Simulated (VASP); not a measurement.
# Ti12S in VASP: single point with PBE

Aim: the single point of Ti12S with PBE.

Program: VASP 6.6.1. These are calculated values, not measurements. Logs are shortened: lines on timing, memory, paths and dates and some standing lists are left out, and cuts for length are marked.

## (1) The cell of the first run

The cell holds a slab with vacuum, 13 atoms: a = 5.815 Å, b = 5.815 Å, c = 19.994 Å, α = 90.00°, β = 90.00°, γ = 120.00°.

## (2) Single point, PBE

Contents of INCAR:

```
SYSTEM = Ti12S
ALGO     = Normal         ! electronic algorithm
DIPOL    = 0.5 0.5 0.328
EDIFF    = 1E-6           ! SCF threshold, eV
ENCUT    = 520            ! plane-wave cutoff, eV
GGA      = PE             ! functional
IDIPOL   = 3            
ISIF     = 2              ! what is computed and relaxed
ISMEAR   = 0              ! smearing method
LASPH    = .True.         ! aspherical terms in the spheres
LCHARG   = .False.        ! write CHGCAR
LDIPOL   = .True.       
LREAL    = .False.        ! projectors in reciprocal space
LWAVE    = .False.        ! write WAVECAR
NBANDS   = 87             ! bands
NELM     = 60             ! most SCF steps
PREC     = Accurate       ! precision mode
SIGMA    = 0.1            ! smearing width, eV
```

Contents of KPOINTS:

```
k-points
0
Gamma
  6 6 1
  0 0 0
```

Contents of POSCAR:

```
Ti12S
1.0
    5.8150893850      0.0000000000      0.0000000000
   -2.9075446925      5.0360151327      0.0000000000
    0.0000000000      0.0000000000     19.9935258820
Ti S
12 1
Direct
    0.3333333333      0.1666666667      0.2000647621
    0.3333333333      0.6666666667      0.2000647621
    0.8333333333      0.1666666667      0.2000647621
    0.8333333333      0.6666666667      0.2000647621
    0.1666666667      0.3333333333      0.3124429305
    0.1666666667      0.8333333333      0.3124429305
    0.6666666667      0.3333333333      0.3124429305
    0.6666666667      0.8333333333      0.3124429305
    0.0000000000      0.0000000000      0.4248138088
    0.0000000000      0.5000000000      0.4248138088
    0.5000000000      0.0000000000      0.4248138088
    0.5000000000      0.5000000000      0.4248138088
    0.3333333333      0.1666666667      0.5109031732
```

Potentials or basis: VASP PAW PBE potentials, release 64 (Ti_sv, S).

The run is started by

```console
$ cat potpaw_PBE.64/Ti_sv/POTCAR potpaw_PBE.64/S/POTCAR > POTCAR
$ mpirun -np 1 vasp_std > vasp.out
```

OUTCAR:

```text
SYSTEM = Ti12S
   EDIFF = 1E-6
   ENCUT = 520
   GGA = PE
   ISIF = 2
   ISMEAR = 0
   LASPH = .True.
   LREAL = .False.
   NELM = 60
   PREC = Accurate

 ion  position               nearest neighbor table
   1  0.333  0.167  0.200-   5 2.80   7 2.80   6 2.80   3 2.91   3 2.91   2 2.91   2 2.91   4 2.91
                             4 2.91
   2  0.333  0.667  0.200-   6 2.80   8 2.80   5 2.80   4 2.91   4 2.91   3 2.91   1 2.91   1 2.91
                             3 2.91
   3  0.833  0.167  0.200-   7 2.80   5 2.80   8 2.80   1 2.91   1 2.91   2 2.91   4 2.91   4 2.91
                             2 2.91
   4  0.833  0.667  0.200-   8 2.80   6 2.80   7 2.80   2 2.91   2 2.91   1 2.91   3 2.91   3 2.91
                             1 2.91
   5  0.167  0.333  0.312-  12 2.80   9 2.80  10 2.80   1 2.80   3 2.80   2 2.80   7 2.91   7 2.91
                             6 2.91   6 2.91   8 2.91   8 2.91
   6  0.167  0.833  0.312-  11 2.80  10 2.80   9 2.80   2 2.80   4 2.80   1 2.80   8 2.91   8 2.91
                             7 2.91   5 2.91   5 2.91   7 2.91
   7  0.667  0.333  0.312-  10 2.80  11 2.80  12 2.80   3 2.80   1 2.80   4 2.80   5 2.91   5 2.91
                             6 2.91   8 2.91   8 2.91   6 2.91
   8  0.667  0.833  0.312-   9 2.80  12 2.80  11 2.80   4 2.80   2 2.80   3 2.80   6 2.91   6 2.91
                             5 2.91   7 2.91   7 2.91   5 2.91
   9  0.000  0.000  0.425-  13 2.40   8 2.80   5 2.80   6 2.80  11 2.91  11 2.91  10 2.91  10 2.91
                            12 2.91  12 2.91
  10  0.000  0.500  0.425-   7 2.80   6 2.80   5 2.80  12 2.91  12 2.91   9 2.91   9 2.91  11 2.91
                            11 2.91
  11  0.500  0.000  0.425-  13 2.40   6 2.80   7 2.80   8 2.80   9 2.91   9 2.91  10 2.91  12 2.91
                            12 2.91  10 2.91
  12  0.500  0.500  0.425-  13 2.40   5 2.80   8 2.80   7 2.80  10 2.91  10 2.91   9 2.91  11 2.91
                            11 2.91   9 2.91
  13  0.333  0.167  0.511-   9 2.40  12 2.40  11 2.40

  LATTYP: Found a hexagonal cell.
 ALAT       =     5.8150893850
 C/A-ratio  =     3.4382147132

  Lattice vectors:

 A1 = (   5.8150893850,   0.0000000000,   0.0000000000)
 A2 = (  -2.9075446925,   5.0360151327,   0.0000000000)
 A3 = (   0.0000000000,   0.0000000000,  19.9935258820)

Analysis of symmetry for initial positions (statically):
=====================================================================
 Subroutine PRICEL returns:
 Original cell was already a primitive cell.

 Routine SETGRP: Setting up the symmetry group for a
 hexagonal supercell.

 Subroutine GETGRP returns: Found  6 space group operations
 (whereof  2 operations were pure point group operations)
 out of a pool of 24 trial point group operations.

The static configuration has the point symmetry C_1h.
 The point group associated with its full space group is C_3v.

Analysis of symmetry for dynamics (positions and initial velocities):
=====================================================================
 Subroutine PRICEL returns:
 Original cell was already a primitive cell.

 Routine SETGRP: Setting up the symmetry group for a
 hexagonal supercell.

 Subroutine GETGRP returns: Found  6 space group operations
 (whereof  2 operations were pure point group operations)
 out of a pool of 24 trial point group operations.

The dynamic configuration has the point symmetry C_1h.
 The point group associated with its full space group is C_3v.

 Subroutine INISYM returns: Found  6 space group operations
 (whereof  2 operations are pure point group operations),
 and found     1 'primitive' translations

----------------------------------------------------------------------------------------

                                     Primitive cell

  volume of cell :     585.5080

  direct lattice vectors                    reciprocal lattice vectors
     5.815089385  0.000000000  0.000000000     0.171966402  0.099284849  0.000000000
    -2.907544693  5.036015133  0.000000000     0.000000000  0.198569697  0.000000000
     0.000000000  0.000000000 19.993525882     0.000000000  0.000000000  0.050016191

  length of vectors
     5.815089385  5.815089385 19.993525882     0.198569697  0.198569697  0.050016191

  position of ions in fractional coordinates (direct lattice)
     0.333333333  0.166666667  0.200064762
     0.333333333  0.666666667  0.200064762
     0.833333333  0.166666667  0.200064762
     0.833333333  0.666666667  0.200064762
     0.166666667  0.333333333  0.312442930
[... 48 lines left out ...]

 Found      7 irreducible k-points:

 Following reciprocal coordinates:
            Coordinates               Weight
  0.000000  0.000000  0.000000      1.000000
  0.166667  0.000000  0.000000      6.000000
  0.333333  0.000000  0.000000      6.000000
  0.500000  0.000000  0.000000      3.000000
  0.166667  0.166667  0.000000      6.000000
  0.333333  0.166667  0.000000     12.000000
  0.333333  0.333333  0.000000      2.000000
   k-points           NKPTS =      7   k-points in BZ     NKDIM =      7   number of bands    NBANDS=     87
   number of dos      NEDOS =    301   number of ions     NIONS =     13
   total plane-waves  NPLWV = 345600
   dimension x,y,z NGX =    48 NGY =   48 NGZ =  150
   dimension x,y,z NGXF=    96 NGYF=   96 NGZF=  300
   ions per type =              12   1
   NGX,Y,Z   is equivalent  to a cutoff of  13.72, 13.72, 12.47 a.u.
   NGXF,Y,Z  is equivalent  to a cutoff of  27.45, 27.45, 24.94 a.u.
 SYSTEM =  Ti12S
   PREC   = accura    normal or accurate (medium, high low for compatibility)
   ISTART =      0    job   : 0-new  1-cont  2-samecut
   ICHARG =      2    charge: 1-file 2-atom 10-const
   ISPIN  =      1    spin polarized calculation?
   LNONCOLLINEAR =      F non collinear calculations
   LSORBIT =      F    spin-orbit coupling
   LASPH  =      T    aspherical Exc in radial PAW
   ENCUT  =  520.0 eV  38.22 Ry    6.18 a.u.  10.81 10.81 37.17*2*pi/ulx,y,z
   NELM   =     60;   NELMIN=  2; NELMDL= -5     # of ELM steps
   EDIFF  = 0.1E-05   stopping-criterion for ELM
   LREAL  =      F    real-space projection
   EDIFFG = 0.1E-04   stopping-criterion for IOM
   NSW    =      0    number of steps for IOM
   IBRION =     -1    ionic relax: 0-MD 1-quasi-New 2-CG
   NFREE  =      0    steps in history (QN), initial steepest desc. (CG)
   ISIF   =      2    stress and relaxation
   ISYM   =      2    0-nonsym 1-usesym 2-fastsym
   POTIM  = 0.5000    time-step for ionic-motion
   TEBEG  =    0.0;   TEEND  =   0.0 temperature during run
   PSTRESS=    0.0 pullay stress
   NELECT =     150.0000    total number of electrons
   NUPDOWN=      -1.0000    fix difference up-down
   EMIN   =  10.00;   EMAX   =-10.00  energy-range for DOS
   EFERMI =   0.00;   METHOD = LEGACY
   ISMEAR =     0;   SIGMA  =   0.10  broadening in eV -4-tet -1-fermi 0-gaus
   EFERMI_NEDOS =   21; number of points for ismear=-14 and -15
   IALGO  =     38    algorithm
   IMIX   =      4    mixing-type and parameters
     AMIX     =   0.40;   BMIX     =  1.00
     AMIX_MAG =   1.60;   BMIX_MAG =  1.00
  volume/ion in A,a.u.               =      45.04       303.94
  Fermi-wavevector in a.u.,A,eV,Ry     =   1.039747  1.964837 14.708900  1.081074
  Thomas-Fermi vector in A             =   2.174291
   LORBIT       =      0    0 simple, 1 ext, 2 COOP (PROOUT), +10 PAW based schemes
   GGA     = PE    functional components
   LHFCALC =     F    Hartree Fock is set to
   AEXX    =    0.0000 exact exchange contribution
   IVDW    =     0    specifies the selected vdW correction
   LEPSILON=     F    determine dielectric tensor
   LRPA    =     F    only Hartree local field effects (RPA)
 non-spin polarized calculation
 Gauss-broadening in eV      SIGMA  =   0.10
  energy-cutoff  :      520.00
  volume of cell :      585.51
 maximum number of plane-waves:     15843
 NGX is ok and might be reduce to    48
   NGX = 21   NGY = 21   NGZ = 75

 dipolmoment           0.000000      0.000000     -0.000703 electrons x Angstroem

 number of electron     149.9999973 magnetization

 dipolmoment           0.000000      0.000000      0.017025 electrons x Angstroem

 Free energy of the ion-electron system (eV)
  ---------------------------------------------------
  ext. energy  EPLUGINS =         0.00000000
  ---------------------------------------------------
  free energy    TOTEN  =       -94.11580750 eV

  energy without entropy =      -93.97467856  energy(sigma->0) =      -94.04524303

 E-fermi :   0.4377     XC(G=0):  -5.2744

 val. band max:        0.4331547715   @ k =   0.3333   0.0000   0.0000
 cond. band min:       0.4451439693   @ k =   0.3333   0.3333   0.0000
 fundamental gap:      0.0119891978
 Fermi energy:         0.4376772630

 k-point     1 :       0.0000    0.0000    0.0000
  band No.  band energies     occupation
      1     -56.4408      2.00000
      2     -56.3954      2.00000
      3     -56.3117      2.00000
      4     -56.3112      2.00000
      5     -56.3112      2.00000
      6     -56.3043      2.00000
[... 619 lines left out ...]
     86       1.5460      0.00000
     87       1.5974      0.00000

------------------------ aborting loop because EDIFF is reached ----------------------------------------

 vacuum level on the upper side and lower side of the slab       (xc-potential included)        -0.111        -0.214

  FORCE on cell =-STRESS in cart. coord.  units (eV):
  Direction    XX          YY          ZZ          XY          YZ          ZX
  --------------------------------------------------------------------------------------
  -------------------------------------------------------------------------------------
  Total        0.3418336      0.3418336      0.6458510     -0.0000000      0.0000000     -0.0000000
  in kB        0.9353895      0.9353895      1.7672994     -0.0000000      0.0000000     -0.0000000
  external PRESSURE =       1.2126928 kB  Pullay stress =       0.0000000 kB

 VOLUME and BASIS-vectors are now :
 -----------------------------------------------------------------------------
  energy-cutoff  :      520.00
  volume of cell :      585.51
      direct lattice vectors                 reciprocal lattice vectors
     5.815089385  0.000000000  0.000000000     0.171966402  0.099284849  0.000000000
    -2.907544693  5.036015133  0.000000000     0.000000000  0.198569697  0.000000000
     0.000000000  0.000000000 19.993525882     0.000000000  0.000000000  0.050016191

 POSITION                                       TOTAL-FORCE (eV/Angst)
 -----------------------------------------------------------------------------------
      1.45377      0.83934      4.00000         0.000000     -0.000000     -0.005154
     -0.00000      3.35734      4.00000        -0.022518     -0.013001      0.044344
      4.36132      0.83934      4.00000         0.000000      0.026002      0.044344
      2.90754      3.35734      4.00000         0.022518     -0.013001      0.044344
      0.00000      1.67867      6.24684        -0.071695      0.041393     -0.126017
     -1.45377      4.19668      6.24684         0.000000     -0.082786     -0.126017
      2.90754      1.67867      6.24684         0.071695      0.041393     -0.126017
      1.45377      4.19668      6.24684         0.000000     -0.000000     -0.191476
      0.00000      0.00000      8.49353        -0.456698     -0.263675      0.151077
     -1.45377      2.51801      8.49353         0.000000     -0.000000     -0.025347
      2.90754      0.00000      8.49353         0.456698     -0.263675      0.151077
      1.45377      2.51801      8.49353         0.000000      0.527349      0.151077
      1.45377      0.83934     10.21476         0.000000     -0.000000      0.013766
 -----------------------------------------------------------------------------------
    total drift:                               -0.000006      0.000004      0.000607

  FREE ENERGIE OF THE ION-ELECTRON SYSTEM (eV)
  ---------------------------------------------------
  free  energy   TOTEN  =       -94.1158074970 eV

  energy  without entropy=      -93.9746785565  energy(sigma->0) =      -94.04524303

 vacuum level on the upper side and lower side of the slab         5.001         4.881
```

Wall time 38 min (1 thread of Intel Xeon 8259CL, shared host); peak memory 0.84 GiB.

What came out:

- Free energy: -94.1158 eV
- Largest force: 0.549 eV/Å
- Band gap on the k mesh: zero (band 75 reaches 0.91 eV, above the bottom of band 76 at 0.27 eV)

Forces on the atoms (eV/Å):
```
Ti   0.000  0.000 -0.005
Ti  -0.023 -0.013  0.044
Ti   0.000  0.026  0.044
Ti   0.023 -0.013  0.044
Ti  -0.072  0.041 -0.126
Ti   0.000 -0.083 -0.126
Ti   0.072  0.041 -0.126
Ti   0.000  0.000 -0.191
Ti  -0.457 -0.264  0.151
Ti   0.000  0.000 -0.025
Ti   0.457 -0.264  0.151
Ti   0.000  0.527  0.151
S    0.000  0.000  0.014
```
